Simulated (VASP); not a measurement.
# NaHgI2 (P4/mmm) in VASP: single point with PBE

Aim: the single point of NaHgI2 with PBE.

All numbers are computed with VASP 6.6.1; they aren't measurements. Logs are shortened: lines on timing, memory, paths and dates and some standing lists are left out, and cuts for length are marked.

**1. The cell of the first run**

Symmetry: P4/mmm, No. 123, tetragonal system. Conventional cell: a = 3.842 Å, b = 3.842 Å, c = 15.368 Å, α = 90.00°, β = 90.00°, γ = 90.00°. Within 4.4 Å of Na (site symmetry 4mm) lie 8 I at 3.33 Å and 5 Na at 3.84 Å and 1 Hg at 3.84 Å. Within 4.4 Å of Hg (site symmetry 4mm) lie 8 I at 3.33 Å and 5 Hg at 3.84 Å and 1 Na at 3.84 Å. Within 4.4 Å of I (site symmetry 4/mmm) lie 8 Na at 3.33 Å and 6 I at 3.84 Å. I (site symmetry 4mm) has 4 Na at 3.33 Å and 4 Hg at 3.33 Å and 6 I at 3.84 Å within 4.4 Å. Within 4.4 Å of I (site symmetry 4/mmm) lie 8 Hg at 3.33 Å and 6 I at 3.84 Å.

**2. Single point, PBE**

INCAR reads:

```
PREC = Accurate
ENCUT = 520
EDIFF = 1E-6
ISMEAR = 0
SIGMA = 0.1
LREAL = F
LASPH = T
NELM = 80
ALGO = Normal
ISIF = 2
LWAVE = F
LCHARG = F
GGA = PE
NBANDS = 43
```

KPOINTS reads:

```
regular mesh
0
Gamma
  4 4 1
```

POSCAR reads:

```
NaHgI2
1.0
    3.8418977400      0.0000000000      0.0000000000
    0.0000000000      3.8418977400      0.0000000000
    0.0000000000      0.0000000000     15.3675909700
Na Hg I
2 2 4
Direct
    0.0000000000      0.0000000000      0.8750000000
    0.0000000000      0.0000000000      0.1250000000
    0.0000000000      0.0000000000      0.3750000000
    0.0000000000      0.0000000000      0.6250000000
    0.5000000000      0.5000000000      0.0000000000
    0.5000000000      0.5000000000      0.2500000000
    0.5000000000      0.5000000000      0.5000000000
    0.5000000000      0.5000000000      0.7500000000
```

Potentials or basis: VASP PAW PBE potentials, release 64 (Na_pv, Hg, I).

Run with:

```bash
cat potpaw_PBE.64/Na_pv/POTCAR potpaw_PBE.64/Hg/POTCAR potpaw_PBE.64/I/POTCAR > POTCAR
mpirun -np 1 vasp_std > vasp.out
```

OUTCAR:

```text
PREC = Accurate
   ENCUT = 520
   EDIFF = 1E-6
   ISMEAR = 0
   LREAL = F
   LASPH = T
   NELM = 80
   ISIF = 2
   GGA = PE

 ion  position               nearest neighbor table
   1  0.000  0.000  0.875-
   2  0.000  0.000  0.125-
   3  0.000  0.000  0.375-   6 3.33   7 3.33   6 3.33   7 3.33   6 3.33   7 3.33   6 3.33   7 3.33
                             4 3.84
   4  0.000  0.000  0.625-   7 3.33   8 3.33   7 3.33   8 3.33   7 3.33   8 3.33   7 3.33   8 3.33
                             3 3.84
   5  0.500  0.500  0.000-
   6  0.500  0.500  0.250-   3 3.33   3 3.33   3 3.33   3 3.33
   7  0.500  0.500  0.500-   3 3.33   4 3.33   3 3.33   4 3.33   3 3.33   4 3.33   3 3.33   4 3.33

   8  0.500  0.500  0.750-   4 3.33   4 3.33   4 3.33   4 3.33

  LATTYP: Found a simple tetragonal cell.
 ALAT       =     3.8418977400
 C/A-ratio  =     4.0000000026

  Lattice vectors:

 A1 = (   3.8418977400,   0.0000000000,   0.0000000000)
 A2 = (   0.0000000000,   3.8418977400,   0.0000000000)
 A3 = (   0.0000000000,   0.0000000000,  15.3675909700)

Analysis of symmetry for initial positions (statically):
=====================================================================
 Subroutine PRICEL returns:
 Original cell was already a primitive cell.

 Routine SETGRP: Setting up the symmetry group for a
 simple tetragonal supercell.

 Subroutine GETGRP returns: Found 16 space group operations
 (whereof 16 operations were pure point group operations)
 out of a pool of 16 trial point group operations.

The static configuration has the point symmetry D_4h.

Analysis of symmetry for dynamics (positions and initial velocities):
=====================================================================
 Subroutine PRICEL returns:
 Original cell was already a primitive cell.

 Routine SETGRP: Setting up the symmetry group for a
 simple tetragonal supercell.

 Subroutine GETGRP returns: Found 16 space group operations
 (whereof 16 operations were pure point group operations)
 out of a pool of 16 trial point group operations.

The dynamic configuration has the point symmetry D_4h.

 Subroutine INISYM returns: Found 16 space group operations
 (whereof 16 operations are pure point group operations),
 and found     1 'primitive' translations

----------------------------------------------------------------------------------------

                                     Primitive cell

  volume of cell :     226.8284

  direct lattice vectors                    reciprocal lattice vectors
     3.841897740  0.000000000  0.000000000     0.260288032  0.000000000  0.000000000
     0.000000000  3.841897740  0.000000000     0.000000000  0.260288032  0.000000000
     0.000000000  0.000000000 15.367590970     0.000000000  0.000000000  0.065072008

  length of vectors
     3.841897740  3.841897740 15.367590970     0.260288032  0.260288032  0.065072008

  position of ions in fractional coordinates (direct lattice)
     0.000000000  0.000000000  0.875000000
     0.000000000  0.000000000  0.125000000
     0.000000000  0.000000000  0.375000000
     0.000000000  0.000000000  0.625000000
     0.500000000  0.500000000  0.000000000
     0.500000000  0.500000000  0.250000000
     0.500000000  0.500000000  0.500000000
     0.500000000  0.500000000  0.750000000

  ion indices of the primitive-cell ions
   primitive index   ion index
                 1           1
                 2           2
                 3           3
                 4           4
                 5           5
                 6           6
                 7           7
                 8           8

----------------------------------------------------------------------------------------

 KPOINTS: regular mesh

Automatic generation of k-mesh.
 Grid dimensions read from file:
 generate k-points for:    4    4    1

 Generating k-lattice:

  Cartesian coordinates                     Fractional coordinates (reciprocal lattice)
     0.065072008  0.000000000  0.000000000     0.250000000  0.000000000  0.000000000
     0.000000000  0.065072008  0.000000000     0.000000000  0.250000000  0.000000000
     0.000000000  0.000000000  0.065072008     0.000000000  0.000000000  1.000000000

  Length of vectors
     0.065072008  0.065072008  0.065072008

  Shift w.r.t. Gamma in fractional coordinates (k-lattice)
     0.000000000  0.000000000  0.000000000

 Subroutine IBZKPT returns following result:
 ===========================================

 Found      6 irreducible k-points:

 Following reciprocal coordinates:
            Coordinates               Weight
  0.000000  0.000000  0.000000      1.000000
  0.250000  0.000000  0.000000      4.000000
  0.500000  0.000000  0.000000      2.000000
  0.250000  0.250000  0.000000      4.000000
  0.500000  0.250000  0.000000      4.000000
  0.500000  0.500000  0.000000      1.000000
   k-points           NKPTS =      6   k-points in BZ     NKDIM =      6   number of bands    NBANDS=     43
   number of dos      NEDOS =    301   number of ions     NIONS =      8
   total plane-waves  NPLWV = 108000
   dimension x,y,z NGX =    30 NGY =   30 NGZ =  120
   dimension x,y,z NGXF=    60 NGYF=   60 NGZF=  240
   ions per type =               2   2   4
   NGX,Y,Z   is equivalent  to a cutoff of  12.98, 12.98, 12.98 a.u.
   NGXF,Y,Z  is equivalent  to a cutoff of  25.96, 25.96, 25.96 a.u.
 SYSTEM =  unknown system
   PREC   = accura    normal or accurate (medium, high low for compatibility)
   ISTART =      0    job   : 0-new  1-cont  2-samecut
   ICHARG =      2    charge: 1-file 2-atom 10-const
   ISPIN  =      1    spin polarized calculation?
   LNONCOLLINEAR =      F non collinear calculations
   LSORBIT =      F    spin-orbit coupling
   LASPH  =      T    aspherical Exc in radial PAW
   ENCUT  =  520.0 eV  38.22 Ry    6.18 a.u.   7.14  7.14 28.57*2*pi/ulx,y,z
   NELM   =     80;   NELMIN=  2; NELMDL= -5     # of ELM steps
   EDIFF  = 0.1E-05   stopping-criterion for ELM
   LREAL  =      F    real-space projection
   EDIFFG = 0.1E-04   stopping-criterion for IOM
   NSW    =      0    number of steps for IOM
   IBRION =     -1    ionic relax: 0-MD 1-quasi-New 2-CG
   NFREE  =      0    steps in history (QN), initial steepest desc. (CG)
   ISIF   =      2    stress and relaxation
   ISYM   =      2    0-nonsym 1-usesym 2-fastsym
   POTIM  = 0.5000    time-step for ionic-motion
   TEBEG  =    0.0;   TEEND  =   0.0 temperature during run
   PSTRESS=    0.0 pullay stress
   NELECT =      66.0000    total number of electrons
   NUPDOWN=      -1.0000    fix difference up-down
   EMIN   =  10.00;   EMAX   =-10.00  energy-range for DOS
   EFERMI =   0.00;   METHOD = LEGACY
   ISMEAR =     0;   SIGMA  =   0.10  broadening in eV -4-tet -1-fermi 0-gaus
   EFERMI_NEDOS =   21; number of points for ismear=-14 and -15
   IALGO  =     38    algorithm
   IMIX   =      4    mixing-type and parameters
     AMIX     =   0.40;   BMIX     =  1.00
     AMIX_MAG =   1.60;   BMIX_MAG =  1.00
  volume/ion in A,a.u.               =      28.35       191.34
  Fermi-wavevector in a.u.,A,eV,Ry     =   1.084818  2.050009 16.011755  1.176831
  Thomas-Fermi vector in A             =   2.220917
   LORBIT       =      0    0 simple, 1 ext, 2 COOP (PROOUT), +10 PAW based schemes
   GGA     = PE    functional components
   LHFCALC =     F    Hartree Fock is set to
   AEXX    =    0.0000 exact exchange contribution
   IVDW    =     0    specifies the selected vdW correction
   LEPSILON=     F    determine dielectric tensor
   LRPA    =     F    only Hartree local field effects (RPA)
 non-spin polarized calculation
 Gauss-broadening in eV      SIGMA  =   0.10
  energy-cutoff  :      520.00
  volume of cell :      226.83
 maximum number of plane-waves:      6140
 NGX is ok and might be reduce to    30
   NGX = 15   NGY = 15   NGZ = 57

 number of electron      66.0000016 magnetization

 Free energy of the ion-electron system (eV)
  ---------------------------------------------------
  ext. energy  EPLUGINS =         0.00000000
  ---------------------------------------------------
  free energy    TOTEN  =       -12.63088647 eV

  energy without entropy =      -12.61945475  energy(sigma->0) =      -12.62517061

 E-fermi :   3.9859     XC(G=0):  -9.2306

 val. band max:        3.9385411392   @ k =   0.2500   0.2500   0.0000
 cond. band min:       4.1971269574   @ k =   0.2500   0.0000   0.0000
 fundamental gap:      0.2585858182
 Fermi energy:         3.9859214888

 k-point     1 :       0.0000    0.0000    0.0000
  band No.  band energies     occupation
      1     -20.1830      2.00000
      2     -20.1750      2.00000
      3     -20.1740      2.00000
      4     -20.1740      2.00000
      5     -20.1732      2.00000
      6     -20.1732      2.00000
[... 35 lines left out ...]
     42      10.2363      0.00000
     43      10.2647      0.00000

 k-point     2 :       0.2500    0.0000    0.0000
  band No.  band energies     occupation
      1     -20.1820      2.00000
      2     -20.1816      2.00000
      3     -20.1808      2.00000
      4     -20.1740      2.00000
      5     -20.1733      2.00000
      6     -20.1726      2.00000
[... 35 lines left out ...]
     42      10.6894      0.00000
     43      10.7810      0.00000

 k-point     3 :       0.5000    0.0000    0.0000
  band No.  band energies     occupation
      1     -20.1898      2.00000
      2     -20.1883      2.00000
      3     -20.1803      2.00000
      4     -20.1730      2.00000
      5     -20.1725      2.00000
      6     -20.1719      2.00000
[... 35 lines left out ...]
     42      10.2412      0.00000
     43      10.5180      0.00000

 k-point     4 :       0.2500    0.2500    0.0000
  band No.  band energies     occupation
      1     -20.1813      2.00000
      2     -20.1805      2.00000
      3     -20.1804      2.00000
      4     -20.1801      2.00000
      5     -20.1795      2.00000
      6     -20.1731      2.00000
[... 35 lines left out ...]
     42       9.5503      0.00000
     43       9.8248      0.00000

 k-point     5 :       0.5000    0.2500    0.0000
  band No.  band energies     occupation
      1     -20.1884      2.00000
      2     -20.1871      2.00000
      3     -20.1798      2.00000
      4     -20.1793      2.00000
      5     -20.1789      2.00000
      6     -20.1723      2.00000
[... 35 lines left out ...]
     42       9.6065      0.00000
     43       9.9054      0.00000

 k-point     6 :       0.5000    0.5000    0.0000
  band No.  band energies     occupation
      1     -20.1869      2.00000
      2     -20.1869      2.00000
      3     -20.1858      2.00000
      4     -20.1858      2.00000
      5     -20.1784      2.00000
      6     -20.1715      2.00000
[... 35 lines left out ...]
     42       8.5327      0.00000
     43       8.5327      0.00000

------------------------ aborting loop because EDIFF is reached ----------------------------------------

  FORCE on cell =-STRESS in cart. coord.  units (eV):
  Direction    XX          YY          ZZ          XY          YZ          ZX
  --------------------------------------------------------------------------------------
  -------------------------------------------------------------------------------------
  Total        7.0370694      7.0370694      6.2367794      0.0000000      0.0000000      0.0000000
  in kB       49.7055657     49.7055657     44.0528052      0.0000000      0.0000000      0.0000000
  external PRESSURE =      47.8213122 kB  Pullay stress =       0.0000000 kB

 VOLUME and BASIS-vectors are now :
 -----------------------------------------------------------------------------
  energy-cutoff  :      520.00
  volume of cell :      226.83
      direct lattice vectors                 reciprocal lattice vectors
     3.841897740  0.000000000  0.000000000     0.260288032  0.000000000  0.000000000
     0.000000000  3.841897740  0.000000000     0.000000000  0.260288032  0.000000000
     0.000000000  0.000000000 15.367590970     0.000000000  0.000000000  0.065072008

 POSITION                                       TOTAL-FORCE (eV/Angst)
 -----------------------------------------------------------------------------------
      0.00000      0.00000     13.44664        -0.000000     -0.000000     -0.038979
      0.00000      0.00000      1.92095        -0.000000      0.000000      0.038979
      0.00000      0.00000      5.76285        -0.000000      0.000000      0.054878
      0.00000      0.00000      9.60474         0.000000      0.000000     -0.054878
      1.92095      1.92095      0.00000        -0.000000     -0.000000     -0.000000
      1.92095      1.92095      3.84190         0.000000     -0.000000     -0.130866
      1.92095      1.92095      7.68380        -0.000000     -0.000000     -0.000000
      1.92095      1.92095     11.52569        -0.000000      0.000000      0.130866
 -----------------------------------------------------------------------------------
    total drift:                                0.000000      0.000000      0.000000

  FREE ENERGIE OF THE ION-ELECTRON SYSTEM (eV)
  ---------------------------------------------------
  free  energy   TOTEN  =       -12.6308864708 eV

  energy  without entropy=      -12.6194547503  energy(sigma->0) =      -12.62517061
```

Run time: 48 s. Hardware: 1 thread of Intel Xeon 6975P-C (Granite Rapids), shared host; peak memory 0.33 GiB.

What came out:

| Item | Value |
| --- | --- |
| Free energy | -12.6309 eV |
| Pressure | 4.8 GPa |
| Largest force | 0.131 eV/Å |
| Band gap on the k mesh | zero (band 33 reaches 4.20 eV, above the bottom of band 34 at 3.44 eV) |

Forces on the atoms (eV/Å):
```
Na   0.000  0.000 -0.039
Na   0.000  0.000  0.039
Hg   0.000  0.000  0.055
Hg   0.000  0.000 -0.055
I    0.000  0.000  0.000
I    0.000  0.000 -0.131
I    0.000  0.000  0.000
I    0.000  0.000  0.131
```

Caveat: the k points lie up to 0.41 Å⁻¹ apart; spin-orbit coupling is left out, which moves the levels of the heavy elements.
